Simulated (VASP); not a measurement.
Li2Se: relaxation of cell and atoms with r2SCAN

The system is Li2Se.

```
Li Se
1.0
     3.00250    3.00250    0.00000
    -3.00250    3.00250    0.00000
     0.00000    3.00250    3.00250
Li Se
2 1
Direct
  0.25000 0.75000 0.50000
  0.75000 0.25000 0.50000
  0.00000 0.00000 0.00000
```

```
Program                : VASP 6.6.1
Task                   : relaxation of cell and atoms
Functional             : r2SCAN
Potentials or basis    : VASP PAW PBE potentials, release 64 (Li_sv, Se)
Cutoff                 : 830 eV
k mesh                 : 12 × 12 × 12
Occupations            : fermi-dirac, width 0.1 eV
Spin                   : no spin polarisation
Dipole correction      : no
Further INCAR settings : ALGO = Normal; EDIFF = 1e-07; IBRION = 2; EDIFFG = -0.002; NSW = 100; ISIF = 3
```

```
Relaxed volume                         : 17.81 Å³/atom
Relaxed cell                           : a = 4.228 Å, b = 4.228 Å, c = 4.228 Å, α = 60.00°, β = 60.00°, γ = 90.00°
Space group after relaxing (to 0.05 Å) : Fm-3m (No. 225)
Energy gained by relaxing              : 0.4 meV/atom
Ionic steps                            : 5
Pressure after relaxing                : 0.0 GPa
Band gap on the k mesh                 : 3.45 eV, indirect (least direct gap 4.19 eV)
```

The path:
```tsv
step	energy change (eV)	largest force (eV/Å)	pressure (GPa)	volume (Å³)
1	0.0000	0.0000	-0.49	54.14
2	-0.0010	0.0000	-0.19	53.71
3	-0.0011	0.0000	-0.07	53.53
4	-0.0010	0.0000	0.18	53.18
5	-0.0012	0.0000	0.00	53.43
```

Final structure:
```xyz
3
Lattice="2.9895 2.9895 0.0000 -2.9895 2.9895 0.0000 0.0000 2.9895 2.9895" Properties=species:S:1:pos:R:3 pbc="T T T"
Li   -1.4947    4.4842    1.4947
Li    1.4947    4.4842    1.4947
Se    0.0000    0.0000    0.0000
```

Levels at points of the mesh, in eV from the valence-band top:
| k point | band 2 | band 3 | band 4 | band 5 | band 6 | band 7 | band 8 | band 9 | band 10 |
| --- | --- | --- | --- | --- | --- | --- | --- | --- | --- |
| (0.00, 0.00, 0.00) | -46.11 | -11.80 | 0.00 | 0.00 | 0.00 | 4.19 | 6.31 | 6.31 | 6.31 |
| (0.50, 0.00, 0.00) | -46.12 | -11.42 | -2.93 | -0.53 | -0.53 | 6.00 | 6.60 | 6.60 | 8.66 |
| (0.50, 0.50, 0.00) | -46.12 | -11.30 | -2.28 | -1.46 | -1.46 | 3.45 | 7.01 | 11.40 | 11.40 |

Run time: 8.1 min on 1 thread of Intel(R) Xeon(R) 6975P-C (Granite Rapids), on a shared host, peak memory 0.31 GiB.

Caveat: the PAW data sets were made with another functional, which shifts forces and pressure a little. r2SCAN opens gaps a little over a GGA but as a rule still falls short of measured ones.
